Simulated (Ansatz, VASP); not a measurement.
**One calculation of Te2Mo, two programs**

```
Te Mo
1.0
     3.74172    0.00000    0.00000
    -1.87086    3.24043    0.00000
     0.00000    0.00000   13.98991
Te Mo
4 2
Direct
  0.33333 0.66667 0.62848
  0.66667 0.33333 0.12848
  0.33333 0.66667 0.87152
  0.66667 0.33333 0.37152
  0.33333 0.66667 0.25000
  0.66667 0.33333 0.75000
```

Change from the starting cell: strain +0.050 along x and y, -0.050 along z, atoms carried along.

Alike in both runs: task single point; functional r2SCAN; k mesh 12 × 12 × 2; occupations gaussian, width 0.05 eV; no spin polarisation.

|  | VASP | Ansatz |
| --- | --- | --- |
| version | VASP 6.6.1 | Ansatz 0.2.0 |
| potentials or method | VASP PAW PBE potentials, release 64 (Te, Mo_sv), cutoff 520 eV | scalar-relativistic, plane waves, PAW |
| valence electrons in the cell | 52 | 92 |

```tsv
	VASP	Ansatz	Ansatz less VASP
gap on the k mesh at the Fermi level (eV)	0.08	0.09	+0.016
least direct gap on the mesh (eV)	0.72	0.72	-0.001
pressure (GPa)	-2.4	-2.6	-0.11
traceless stress, the component that is largest in VASP (GPa)	5.75	5.69	-0.062
rms of the force components (eV/Å)	0.213	0.199	-0.0140
```

VASP's potentials were made for PBE, not for r2SCAN. Atom by atom the forces differ by 0.014 eV/Å (rms over components). VASP's potentials hold 52 valence electrons a cell and Ansatz's 92, so a difference there can come from the potentials and not from the codes.

Neither program's run includes spin-orbit coupling.
